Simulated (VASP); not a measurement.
# TaN (Fm-3m) in VASP: a series of runs

TaN is run at these levels: PBE; tasks: relaxation of cell and atoms, single point.

Program: VASP 6.6.1. These are calculated values, not measurements. Logs are shortened: lines on timing, memory, paths and dates and some standing lists are left out, and cuts for length are marked.

### 1 The cell of the first run

It takes space group Fm-3m (No. 225, cubic). The conventional cell has a = 4.417 Å, b = 4.417 Å, c = 4.417 Å, α = 90.00°, β = 90.00°, γ = 90.00°. Ta (site symmetry m-3m) has 6 N at 2.21 Å within 2.9 Å. N (site symmetry m-3m) has 6 Ta at 2.21 Å within 2.9 Å.

### 2 Relaxation of cell and atoms, PBE

INCAR reads:

```
SYSTEM = TaN
  PREC = Accurate
  ENCUT = 600
  EDIFF = 1E-6
  ISMEAR = -1
  SIGMA = 0.15
  LREAL = .False.
  LASPH = .True.
  NELM = 60
  ALGO = Normal
  ISIF = 3
  LWAVE = .False.
  LCHARG = .False.
  GGA = PE
  IBRION = 2
  NSW = 80
  EDIFFG = -0.001
```

KPOINTS reads:

```
regular mesh
0
Gamma
  16 16 16
  0 0 0
```

POSCAR reads:

```
TaN
1.0
    0.0000000000      2.2086347750      2.2086347750
    2.2086347750      0.0000000000      2.2086347750
    2.2086347750      2.2086347750      0.0000000000
Ta N
1 1
Direct
    0.5000000000      0.5000000000      0.5000000000
    0.0000000000      0.0000000000      0.0000000000
```

Potentials or basis: VASP PAW PBE potentials, release 64 (Ta_pv, N).

Command:

```bash
$ cat potpaw_PBE.64/Ta_pv/POTCAR potpaw_PBE.64/N/POTCAR > POTCAR
$ mpirun -np 1 vasp_std > vasp.out
```

OUTCAR:

```text
SYSTEM = TaN
   PREC = Accurate
   ENCUT = 600
   EDIFF = 1E-6
   ISMEAR = -1
   LREAL = .False.
   LASPH = .True.
   NELM = 60
   ISIF = 3
   GGA = PE
   IBRION = 2
   NSW = 80
   EDIFFG = -0.001

 ion  position               nearest neighbor table
   1  0.500  0.500  0.500-   2 2.21   2 2.21   2 2.21   2 2.21   2 2.21   2 2.21
   2  0.000  0.000  0.000-   1 2.21   1 2.21   1 2.21   1 2.21   1 2.21   1 2.21

  LATTYP: Found a face centered cubic cell.
 ALAT       =     4.4172695500

  Lattice vectors:

 A1 = (   0.0000000000,   2.2086347750,   2.2086347750)
 A2 = (   2.2086347750,   0.0000000000,   2.2086347750)
 A3 = (   2.2086347750,   2.2086347750,   0.0000000000)

Analysis of symmetry for initial positions (statically):
=====================================================================
 Subroutine PRICEL returns:
 Original cell was already a primitive cell.

 Routine SETGRP: Setting up the symmetry group for a
 face centered cubic supercell.

 Subroutine GETGRP returns: Found 48 space group operations
 (whereof 48 operations were pure point group operations)
 out of a pool of 48 trial point group operations.

The static configuration has the point symmetry O_h .

Analysis of symmetry for dynamics (positions and initial velocities):
=====================================================================
 Subroutine PRICEL returns:
 Original cell was already a primitive cell.

 Routine SETGRP: Setting up the symmetry group for a
 face centered cubic supercell.

 Subroutine GETGRP returns: Found 48 space group operations
 (whereof 48 operations were pure point group operations)
 out of a pool of 48 trial point group operations.

The dynamic configuration has the point symmetry O_h .

 Subroutine INISYM returns: Found 48 space group operations
 (whereof 48 operations are pure point group operations),
 and found     1 'primitive' translations

----------------------------------------------------------------------------------------

                                     Primitive cell

  volume of cell :      21.5477

  direct lattice vectors                    reciprocal lattice vectors
     0.000000000  2.208634775  2.208634775    -0.226384192  0.226384192  0.226384192
     2.208634775  0.000000000  2.208634775     0.226384192 -0.226384192  0.226384192
     2.208634775  2.208634775  0.000000000     0.226384192  0.226384192 -0.226384192

  length of vectors
     3.123481253  3.123481253  3.123481253     0.392108923  0.392108923  0.392108923

  position of ions in fractional coordinates (direct lattice)
     0.500000000  0.500000000  0.500000000
     0.000000000  0.000000000  0.000000000

  ion indices of the primitive-cell ions
   primitive index   ion index
                 1           1
                 2           2

----------------------------------------------------------------------------------------

 KPOINTS: regular mesh

Automatic generation of k-mesh.
 Grid dimensions read from file:
 generate k-points for:   16   16   16

 Generating k-lattice:

  Cartesian coordinates                     Fractional coordinates (reciprocal lattice)
    -0.014149012  0.014149012  0.014149012     0.062500000  0.000000000  0.000000000
     0.014149012 -0.014149012  0.014149012     0.000000000  0.062500000  0.000000000
     0.014149012  0.014149012 -0.014149012     0.000000000  0.000000000  0.062500000

  Length of vectors
     0.024506808  0.024506808  0.024506808

  Shift w.r.t. Gamma in fractional coordinates (k-lattice)
     0.000000000  0.000000000  0.000000000

 Subroutine IBZKPT returns following result:
 ===========================================

 Found    145 irreducible k-points:

 Following reciprocal coordinates:
            Coordinates               Weight
  0.000000  0.000000  0.000000      1.000000
  0.062500  0.000000  0.000000      8.000000
  0.125000  0.000000  0.000000      8.000000
  0.187500  0.000000  0.000000      8.000000
  0.250000  0.000000  0.000000      8.000000
  0.312500  0.000000  0.000000      8.000000
[... 16 lines left out ...]
 -0.125000  0.062500  0.000000     24.000000
 -0.062500  0.062500  0.000000     12.000000
 [... further k-points ...]
   k-points           NKPTS =    145   k-points in BZ     NKDIM =    145   number of bands    NBANDS=     12
   number of dos      NEDOS =    301   number of ions     NIONS =      2
   total plane-waves  NPLWV =  21952
   dimension x,y,z NGX =    28 NGY =   28 NGZ =   28
   dimension x,y,z NGXF=    56 NGYF=   56 NGZF=   56
   ions per type =               1   1
   NGX,Y,Z   is equivalent  to a cutoff of  14.90, 14.90, 14.90 a.u.
   NGXF,Y,Z  is equivalent  to a cutoff of  29.81, 29.81, 29.81 a.u.
 SYSTEM =  TaN
   PREC   = accura    normal or accurate (medium, high low for compatibility)
   ISTART =      0    job   : 0-new  1-cont  2-samecut
   ICHARG =      2    charge: 1-file 2-atom 10-const
   ISPIN  =      1    spin polarized calculation?
   LNONCOLLINEAR =      F non collinear calculations
   LSORBIT =      F    spin-orbit coupling
   LASPH  =      T    aspherical Exc in radial PAW
   ENCUT  =  600.0 eV  44.10 Ry    6.64 a.u.   6.24  6.24  6.24*2*pi/ulx,y,z
   NELM   =     60;   NELMIN=  2; NELMDL= -5     # of ELM steps
   EDIFF  = 0.1E-05   stopping-criterion for ELM
   LREAL  =      F    real-space projection
   EDIFFG = -.1E-02   stopping-criterion for IOM
   NSW    =     80    number of steps for IOM
   IBRION =      2    ionic relax: 0-MD 1-quasi-New 2-CG
   NFREE  =      1    steps in history (QN), initial steepest desc. (CG)
   ISIF   =      3    stress and relaxation
   ISYM   =      2    0-nonsym 1-usesym 2-fastsym
   POTIM  = 0.5000    time-step for ionic-motion
   TEBEG  =    0.0;   TEEND  =   0.0 temperature during run
   PSTRESS=    0.0 pullay stress
   NELECT =      16.0000    total number of electrons
   NUPDOWN=      -1.0000    fix difference up-down
   EMIN   =  10.00;   EMAX   =-10.00  energy-range for DOS
   EFERMI =   0.00;   METHOD = LEGACY
   ISMEAR =    -1;   SIGMA  =   0.15  broadening in eV -4-tet -1-fermi 0-gaus
   EFERMI_NEDOS =   21; number of points for ismear=-14 and -15
   IALGO  =     38    algorithm
   IMIX   =      4    mixing-type and parameters
     AMIX     =   0.40;   BMIX     =  1.00
     AMIX_MAG =   1.60;   BMIX_MAG =  1.00
  volume/ion in A,a.u.               =      10.77        72.71
  Fermi-wavevector in a.u.,A,eV,Ry     =   1.482453  2.801430 29.901072  2.197667
  Thomas-Fermi vector in A             =   2.596237
   LORBIT       =      0    0 simple, 1 ext, 2 COOP (PROOUT), +10 PAW based schemes
   GGA     = PE    functional components
   LHFCALC =     F    Hartree Fock is set to
   AEXX    =    0.0000 exact exchange contribution
   IVDW    =     0    specifies the selected vdW correction
   LEPSILON=     F    determine dielectric tensor
   LRPA    =     F    only Hartree local field effects (RPA)
 conjugate gradient relaxation of ions
 non-spin polarized calculation
  energy-cutoff  :      600.00
  volume of cell :       21.55
 maximum number of plane-waves:       736
 NGX is ok and might be reduce to    28
   NGX = 13   NGY = 13   NGZ = 13

--------------------------------------- Ionic step        1  -------------------------------------------

 number of electron      15.9999999 magnetization

 Free energy of the ion-electron system (eV)
  ---------------------------------------------------
  ext. energy  EPLUGINS =         0.00000000
  ---------------------------------------------------
  free energy    TOTEN  =       -21.85969661 eV

  energy without entropy =      -21.79678799  energy(sigma->0) =      -21.82824230

------------------------ aborting loop because EDIFF is reached ----------------------------------------

  FORCE on cell =-STRESS in cart. coord.  units (eV):
  Direction    XX          YY          ZZ          XY          YZ          ZX
  --------------------------------------------------------------------------------------
  -------------------------------------------------------------------------------------
  Total        0.1257110      0.1257110      0.1257110     -0.0000000      0.0000000      0.0000000
  in kB        9.3472118      9.3472118      9.3472118     -0.0000000      0.0000000      0.0000000
  external PRESSURE =       9.3472118 kB  Pullay stress =       0.0000000 kB
[... 89 lines left out ...]
  FREE ENERGIE OF THE ION-ELECTRON SYSTEM (eV)
  ---------------------------------------------------
  free  energy   TOTEN  =       -21.8599088113 eV

  energy  without entropy=      -21.7967147909  energy(sigma->0) =      -21.82831180

[... ionic steps 4 to 7 ...]

--------------------------------------- Ionic step        8  -------------------------------------------

 number of electron      15.9999999 magnetization

------------------------ aborting loop because EDIFF is reached ----------------------------------------

  FORCE on cell =-STRESS in cart. coord.  units (eV):
  Direction    XX          YY          ZZ          XY          YZ          ZX
  --------------------------------------------------------------------------------------
  -------------------------------------------------------------------------------------
  Total        0.0042592      0.0042592      0.0042592      0.0000000     -0.0000000      0.0000000
  in kB        0.3158027      0.3158027      0.3158027      0.0000000     -0.0000000      0.0000000
  external PRESSURE =       0.3158027 kB  Pullay stress =       0.0000000 kB
[... 57 lines left out ...]
  energy  without entropy=      -21.7967208495  energy(sigma->0) =      -21.82831496

--------------------------------------- Ionic step       10  -------------------------------------------

 number of electron      15.9999999 magnetization

 Free energy of the ion-electron system (eV)
  ---------------------------------------------------
  ext. energy  EPLUGINS =         0.00000000
  ---------------------------------------------------
  free energy    TOTEN  =       -21.85990894 eV

  energy without entropy =      -21.79671391  energy(sigma->0) =      -21.82831142

 E-fermi :   9.3561     XC(G=0): -13.3477

 val. band max:        9.3480222604   @ k =  -0.2500   0.3750   0.1250
 cond. band min:       9.3618005834   @ k =  -0.3125   0.3125   0.1250
 fundamental gap:      0.0137783231
 Fermi energy:         9.3561277717

 k-point     1 :       0.0000    0.0000    0.0000
  band No.  band energies     occupation
      1     -26.4411      2.00000
      2     -26.4411      2.00000
      3     -26.4411      2.00000
      4      -9.3680      2.00000
      5       5.5820      2.00000
      6       5.5820      2.00000
      7       5.5820      2.00000
      8       7.3034      2.00000
      9       7.3034      2.00000
     10       7.3034      2.00000
     11       9.4256      0.77258
     12       9.4256      0.77258
[... 331 lines left out ...]
 k-point    24 :      -0.0625    0.0625    0.0000
  band No.  band energies     occupation
      1     -26.5194      2.00000
      2     -26.4619      2.00000
      3     -26.4432      2.00000
      4      -9.1280      2.00000
      5       4.3879      2.00000
      6       4.7162      2.00000
      7       5.0513      2.00000
      8       7.4746      1.99999
      9       7.6830      1.99997
     10       7.9878      1.99978
     11       9.8213      0.08609
     12      10.6744      0.00030

 [... further k-points ...]
[... 5 lines left out ...]
  --------------------------------------------------------------------------------------
  -------------------------------------------------------------------------------------
  Total        0.0017441      0.0017441      0.0017441     -0.0000000     -0.0000000     -0.0000000
  in kB        0.1293014      0.1293014      0.1293014     -0.0000000     -0.0000000     -0.0000000
  external PRESSURE =       0.1293014 kB  Pullay stress =       0.0000000 kB
[... 17 lines left out ...]
  FREE ENERGIE OF THE ION-ELECTRON SYSTEM (eV)
  ---------------------------------------------------
  free  energy   TOTEN  =       -21.8599089425 eV

  energy  without entropy=      -21.7967139074  energy(sigma->0) =      -21.82831142

 reached required accuracy - stopping structural energy minimisation
```

It took 73 s on 1 thread of Intel Xeon 6975P-C (Granite Rapids), shared host; peak memory 0.2 GiB.

What came out:

| Quantity | Value |
| --- | --- |
| Free energy | -21.8599 eV |
| Relaxed volume | 10.81 Å³/atom |
| Relaxed cell | a = 3.127 Å, b = 3.127 Å, c = 3.127 Å, α = 60.00°, β = 60.00°, γ = 60.00° |
| Space group after relaxing (to 0.05 Å) | Fm-3m (No. 225) |
| Energy gained by relaxing | 0.1 meV/atom |
| Ionic steps | 10 |
| Pressure after relaxing | 0.0 GPa |
| Band gap on the k mesh | zero (band 8 reaches 11.22 eV, above the bottom of band 9 at 7.30 eV) |

The path:
```csv
step,energy change (eV),largest force (eV/Å),pressure (GPa),volume (Å³)
1,0.0000,0.0000,0.93,21.55
2,0.0007,0.0000,-2.02,21.74
3,-0.0002,0.0000,-0.03,21.61
4,-0.0002,0.0000,-0.05,21.61
5,-0.0002,0.0000,0.44,21.58
6,-0.0002,0.0000,0.07,21.61
7,-0.0002,0.0000,0.07,21.61
8,-0.0002,0.0000,0.03,21.61
9,-0.0002,0.0000,0.02,21.61
10,-0.0002,0.0000,0.01,21.61
```

Final structure:
```yaml
crystal:
  lattice:
    - [0.00000, 2.21079, 2.21079]
    - [2.21079, 0.00000, 2.21079]
    - [2.21079, 2.21079, 0.00000]
  atoms:
    - { symbol: Ta, position: [0.50000, 0.50000, 0.50000] }
    - { symbol: N, position: [0.00000, 0.00000, 0.00000] }
```

Levels at points of the mesh, in eV from the Fermi level:
```
           k point  band 4  band 5  band 6  band 7  band 8  band 9  band 10  band 11  band 12
(0.00, 0.00, 0.00)  -18.72   -3.77   -3.77   -3.77   -2.05   -2.05    -2.05     0.07     0.07
(0.50, 0.00, 0.00)  -15.80  -10.24   -7.45   -7.45    1.86    1.86     1.95     3.78     7.37
(0.50, 0.50, 0.00)  -17.48   -6.60   -5.35   -4.60   -4.60    2.07     3.46     3.46     4.37
```

Caveat: spin-orbit coupling is left out, which moves the levels of the heavy elements.

### 3 Single point, PBE

This run uses another cell than the first one, of 9.58 Å³/atom, 0.889 times its volume.

INCAR reads:

```
PREC = Accurate ; ENCUT = 520
EDIFF = 1E-6 ; ISMEAR = 0
SIGMA = 0.1 ; LREAL = F
LASPH = T ; NELM = 80
ALGO = Normal ; ISIF = 2
LWAVE = F ; LCHARG = F
GGA = PE ; NBANDS = 15
```

KPOINTS reads:

```
Automatic mesh
0
Gamma
  16 16 16
```

POSCAR reads:

```
TaN
1.0
    0.0000000000      2.1240386775      2.1240386775
    2.1240386775      0.0000000000      2.1240386775
    2.1240386775      2.1240386775      0.0000000000
Ta N
1 1
Direct
    0.5000000000      0.5000000000      0.5000000000
    0.0000000000      0.0000000000      0.0000000000
```

Potentials or basis: VASP PAW PBE potentials, release 64 (Ta_pv, N).

Command:

```bash
$ cat potpaw_PBE.64/Ta_pv/POTCAR potpaw_PBE.64/N/POTCAR > POTCAR
$ mpirun -np 1 vasp_std > vasp.out
```

Run time: 28 s. Hardware: 1 thread of Intel Xeon 6975P-C (Granite Rapids), shared host; peak memory 0.17 GiB.

The run converged. Its results:

| Quantity | Value |
| --- | --- |
| Free energy | -21.4737 eV |
| Pressure | 51.5 GPa |
| Band gap on the k mesh | zero (band 8 reaches 13.01 eV, above the bottom of band 9 at 8.35 eV) |

Levels at points of the mesh, in eV from the Fermi level:
```
           k point  band 4  band 5  band 6  band 7  band 8  band 9  band 10  band 11  band 12  band 13
(0.00, 0.00, 0.00)  -19.73   -4.12   -4.12   -4.12   -2.41   -2.41    -2.41     0.09     0.09     2.48
(0.50, 0.00, 0.00)  -16.02  -11.25   -8.36   -8.36    2.25    2.25     2.35     4.19     8.71     8.71
(0.50, 0.50, 0.00)  -18.47   -6.80   -6.22   -4.86   -4.86    2.48     4.18     4.18     5.73     8.10
```

Caveat: spin-orbit coupling is left out, which moves the levels of the heavy elements.
